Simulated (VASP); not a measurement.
# LiH (rock salt type) in VASP: settings compared

The runs below take LiH (rock salt type) through single point, with HSE06, PBE.

Program: VASP 6.6.1. These are calculated values, not measurements. Logs are shortened: lines on timing, memory, paths and dates and some standing lists are left out, and cuts for length are marked.

### 1 The cell of the first run

It takes space group R3m (No. 160, trigonal). Conventional cell: a = 2.843 Å, b = 2.843 Å, c = 6.963 Å, α = 90.00°, β = 90.00°, γ = 120.00°. Within 2.6 Å of Li (site symmetry 3m) lie 6 H at 1.98 to 2.05 Å. H (site symmetry 3m) has 6 Li at 1.98 to 2.05 Å within 2.6 Å.

### 2 Single point, HSE06

File POSCAR:

```
LiH
1.0
    0.0000000000      2.0100000000      2.0100000000
    2.0100000000      0.0000000000      2.0100000000
    2.0100000000      2.0100000000      0.0000000000
Li H
1 1
Direct
    0.0086171682      0.0086171682      0.0086171682
    0.5000000000      0.5000000000      0.5000000000
```

File INCAR.step1:

```
SYSTEM = LiH
PREC = Accurate ; ENCUT = 520
EDIFF = 1E-5 ; ISMEAR = -1
SIGMA = 0.05 ; LREAL = .False.
LASPH = .True. ; NELM = 60
ALGO = Normal ; ISIF = 2
LWAVE = .True. ; LCHARG = .False.
GGA = PE ; NBANDS = 9
```

File INCAR.step2:

```
SYSTEM = LiH
PREC = Accurate ; ENCUT = 520
EDIFF = 1E-6 ; ISMEAR = -1
SIGMA = 0.05 ; LREAL = .False.
LASPH = .True. ; NELM = 60
ALGO = Normal ; ISIF = 2
LWAVE = .False. ; LCHARG = .False.
GGA = PE ; LHFCALC = .True.
HFSCREEN = 0.2079 ; PRECFOCK = Normal
ISTART = 1 ; NBANDS = 9
```

File KPOINTS:

```
Automatic mesh
0
Gamma
  4 4 4
  0 0 0
```

Potentials or basis: VASP PAW PBE potentials, release 64 (Li_sv, H).

Run with:

```console
$ cat potpaw_PBE.64/Li_sv/POTCAR potpaw_PBE.64/H/POTCAR > POTCAR
$ cp INCAR.step1 INCAR
$ mpirun -np 1 vasp_std > vasp.out
$ cp INCAR.step2 INCAR
$ mpirun -np 1 vasp_std > vasp.out
```

OUTCAR:

```text
SYSTEM = LiH
   PREC = Accurate
   ENCUT = 520
   EDIFF = 1E-6
   ISMEAR = -1
   LREAL = .False.
   LASPH = .True.
   NELM = 60
   ISIF = 2
   GGA = PE
   LHFCALC = .True.
   HFSCREEN = 0.2079
   PRECFOCK = Normal
   ISTART = 1

 ion  position               nearest neighbor table
   1  0.009  0.009  0.009-
   2  0.500  0.500  0.500-

  LATTYP: Found a face centered cubic cell.
 ALAT       =     4.0200000000

  Lattice vectors:

 A1 = (   0.0000000000,   2.0100000000,   2.0100000000)
 A2 = (   2.0100000000,   0.0000000000,   2.0100000000)
 A3 = (   2.0100000000,   2.0100000000,   0.0000000000)

Analysis of symmetry for initial positions (statically):
=====================================================================
 Subroutine PRICEL returns:
 Original cell was already a primitive cell.

 Routine SETGRP: Setting up the symmetry group for a
 face centered cubic supercell.

 Subroutine GETGRP returns: Found  6 space group operations
 (whereof  6 operations were pure point group operations)
 out of a pool of 48 trial point group operations.

The static configuration has the point symmetry C_3v.

Analysis of symmetry for dynamics (positions and initial velocities):
=====================================================================
 Subroutine PRICEL returns:
 Original cell was already a primitive cell.

 Routine SETGRP: Setting up the symmetry group for a
 face centered cubic supercell.

 Subroutine GETGRP returns: Found  6 space group operations
 (whereof  6 operations were pure point group operations)
 out of a pool of 48 trial point group operations.

The dynamic configuration has the point symmetry C_3v.

 Subroutine INISYM returns: Found  6 space group operations
 (whereof  6 operations are pure point group operations),
 and found     1 'primitive' translations

----------------------------------------------------------------------------------------

                                     Primitive cell

  volume of cell :      16.2412

  direct lattice vectors                    reciprocal lattice vectors
     0.000000000  2.010000000  2.010000000    -0.248756219  0.248756219  0.248756219
     2.010000000  0.000000000  2.010000000     0.248756219 -0.248756219  0.248756219
[... 81 lines left out ...]
   POTIM  = 0.5000    time-step for ionic-motion
   TEBEG  =    0.0;   TEEND  =   0.0 temperature during run
   PSTRESS=    0.0 pullay stress
   NELECT =       4.0000    total number of electrons
   NUPDOWN=      -1.0000    fix difference up-down
   EMIN   =  10.00;   EMAX   =-10.00  energy-range for DOS
   EFERMI =   0.00;   METHOD = LEGACY
   ISMEAR =    -1;   SIGMA  =   0.05  broadening in eV -4-tet -1-fermi 0-gaus
   EFERMI_NEDOS =   21; number of points for ismear=-14 and -15
   IALGO  =     38    algorithm
   IMIX   =      1    mixing-type and parameters
     AMIX     =   0.40;   BMIX     =  1.00
     AMIX_MAG =   1.60;   BMIX_MAG =  1.00
  volume/ion in A,a.u.               =       8.12        54.80
  Fermi-wavevector in a.u.,A,eV,Ry     =   1.026177  1.939193 14.327457  1.053038
  Thomas-Fermi vector in A             =   2.160056
   LORBIT       =      0    0 simple, 1 ext, 2 COOP (PROOUT), +10 PAW based schemes
   GGA     = PE    functional components
   LHFCALC =     T    Hartree Fock is set to
   PRECFOCK=normal    Normal, Fast or Accurate (Low or Medium for compatibility)
   ENCUT4O =  -1.0   cutoff for four orbital integrals eV
   NKREDX  =     1    reduce k-point grid by
   NKREDY  =     1    reduce k-point grid by
   NKREDZ  =     1    reduce k-point grid by
   AEXX    =    0.2500 exact exchange contribution
   HFSCREEN=    0.2079 screening length (either q_TF or 0.3 A-1)
   HFSCREENC=   0.2079 screening length for correlation (either q_TF or 0.3 A-1)
   ENCUTFOCK=  -1.0 apply spherical cutoff to Coloumb kernel
   IVDW    =     0    specifies the selected vdW correction
   LEPSILON=     F    determine dielectric tensor
   LRPA    =     F    only Hartree local field effects (RPA)
 non-spin polarized calculation
  energy-cutoff  :      520.00
  volume of cell :       16.24
 maximum number of plane-waves:       444
 NGX is ok and might be reduce to    24
  NGX = 16; NGY = 16; NGZ = 16

 number of electron       4.0000001 magnetization

 Free energy of the ion-electron system (eV)
  ---------------------------------------------------
  ext. energy  EPLUGINS =         0.00000000
  ---------------------------------------------------
  free energy    TOTEN  =        -6.77416572 eV

  energy without entropy =       -6.77416572  energy(sigma->0) =       -6.77416572

 E-fermi :   0.6453     XC(G=0):  -7.0971

 val. band max:       -0.6591764292   @ k =   0.5000   0.5000   0.0000
 cond. band min:       3.3681453791   @ k =   0.5000   0.5000   0.0000
 fundamental gap:      4.0273218083
 Fermi energy:         0.6453348069

 k-point     1 :       0.0000    0.0000    0.0000
  band No.  band energies     occupation
      1     -47.9426      2.00000
      2      -6.6652      2.00000
      3      17.0987      0.00000
      4      18.7362      0.00000
      5      18.7362      0.00000
      6      18.8682      0.00000
      7      23.3167      0.00000
      8      23.3268      0.00000
      9      23.3268      0.00000
[... 133 lines left out ...]
 k-point    13 :      -0.2500    0.5000    0.2500
  band No.  band energies     occupation
      1     -47.8797      2.00000
      2      -0.8803      2.00000
      3       5.7451      0.00000
      4       5.7480      0.00000
      5      12.4574      0.00000
      6      18.5685      0.00000
      7      24.8428      0.00000
      8      24.8443      0.00000
      9      29.0341      0.00000

------------------------ aborting loop because EDIFF is reached ----------------------------------------

  FORCE on cell =-STRESS in cart. coord.  units (eV):
  Direction    XX          YY          ZZ          XY          YZ          ZX
  --------------------------------------------------------------------------------------
  -------------------------------------------------------------------------------------
  Total       -0.0796790     -0.0796790     -0.0796790     -0.0009059     -0.0009059     -0.0009059
  in kB       -7.8602498     -7.8602498     -7.8602498     -0.0893672     -0.0893672     -0.0893672
  external PRESSURE =      -7.8602498 kB  Pullay stress =       0.0000000 kB

 VOLUME and BASIS-vectors are now :
 -----------------------------------------------------------------------------
  energy-cutoff  :      520.00
  volume of cell :       16.24
      direct lattice vectors                 reciprocal lattice vectors
     0.000000000  2.010000000  2.010000000    -0.248756219  0.248756219  0.248756219
     2.010000000  0.000000000  2.010000000     0.248756219 -0.248756219  0.248756219
     2.010000000  2.010000000  0.000000000     0.248756219  0.248756219 -0.248756219

 POSITION                                       TOTAL-FORCE (eV/Angst)
 -----------------------------------------------------------------------------------
      0.03464      0.03464      0.03464        -0.034505     -0.034505     -0.034505
      2.01000      2.01000      2.01000         0.034505      0.034505      0.034505
 -----------------------------------------------------------------------------------
    total drift:                                0.000042      0.000042      0.000041

  FREE ENERGIE OF THE ION-ELECTRON SYSTEM (eV)
  ---------------------------------------------------
  free  energy   TOTEN  =        -6.7741657220 eV

  energy  without entropy=       -6.7741657220  energy(sigma->0) =       -6.77416572
```

OUTCAR.step1:

```text
SYSTEM = LiH
   PREC = Accurate
   ENCUT = 520
   EDIFF = 1E-5
   ISMEAR = -1
   LREAL = .False.
[... 364 lines left out ...]
      0.03464      0.03464      0.03464        -0.031996     -0.031996     -0.031996
      2.01000      2.01000      2.01000         0.031996      0.031996      0.031996
 -----------------------------------------------------------------------------------
    total drift:                                0.000075      0.000075      0.000075

  FREE ENERGIE OF THE ION-ELECTRON SYSTEM (eV)
  ---------------------------------------------------
  free  energy   TOTEN  =        -6.1111202668 eV

  energy  without entropy=       -6.1111202668  energy(sigma->0) =       -6.11112027
```

OSZICAR.step1:

```text
N       E                     dE             d eps       ncg     rms          rms(c)
DAV:   1    -0.267913119489E+01   -0.26791E+01   -0.11378E+03   234   0.384E+02
DAV:   2    -0.631308365198E+01   -0.36340E+01   -0.36203E+01   320   0.472E+01
DAV:   3    -0.635938154794E+01   -0.46298E-01   -0.46282E-01   305   0.464E+00
DAV:   4    -0.635947125508E+01   -0.89707E-04   -0.89674E-04   287   0.208E-01
DAV:   5    -0.635947183275E+01   -0.57767E-06   -0.57770E-06   308   0.133E-02    0.290E+00
DAV:   6    -0.617242060283E+01    0.18705E+00   -0.14856E-01   273   0.121E+00    0.146E+00
DAV:   7    -0.610932588090E+01    0.63095E-01   -0.19374E-01   289   0.155E+00    0.225E-01
DAV:   8    -0.611114548469E+01   -0.18196E-02   -0.37084E-03   270   0.388E-01    0.382E-02
DAV:   9    -0.611112026662E+01    0.25218E-04   -0.12444E-04   312   0.479E-02    0.437E-03
DAV:  10    -0.611112026678E+01   -0.16303E-09   -0.43727E-06   200   0.148E-02
   1 F= -.61111203E+01 E0= -.61111203E+01  d E =-.285653E-11
```

Wall time 24 s (1 thread of Intel Xeon 8259CL, shared host); peak memory 0.23 GiB.

What came out:

| Property | Result |
| --- | --- |
| Free energy | -6.7742 eV |
| Largest force | 0.060 eV/Å |
| Band gap on the k mesh | 4.03 eV |

Forces on the atoms (eV/Å):
```
Li  -0.035 -0.035 -0.035
H    0.035  0.035  0.035
```

Levels at points of the mesh, in eV from the valence-band top:
| k point | band 1 | band 2 | band 3 | band 4 | band 5 | band 6 | band 7 |
| --- | --- | --- | --- | --- | --- | --- | --- |
| (0.00, 0.00, 0.00) | -47.28 | -6.01 | 17.76 | 19.40 | 19.40 | 19.53 | 23.98 |
| (0.50, 0.00, 0.00) | -47.23 | -2.82 | 5.96 | 15.21 | 17.94 | 17.95 | 20.56 |
| (0.50, 0.50, 0.50) | -47.23 | -2.81 | 5.94 | 15.23 | 17.95 | 17.95 | 20.55 |
| (0.50, 0.50, 0.00) | -47.22 | 0.00 | 4.03 | 12.15 | 12.15 | 15.25 | 18.85 |

Caveat: the k points lie up to 0.68 Å⁻¹ apart; the cutoff is under 1.25 times the usual one of these potentials, so pressure, stress and relaxed cells hold a basis-set (Pulay) error; the PAW data sets were made with another functional, which shifts forces and pressure a little. A k mesh can miss the band edges.

[end of part 1 of 3]
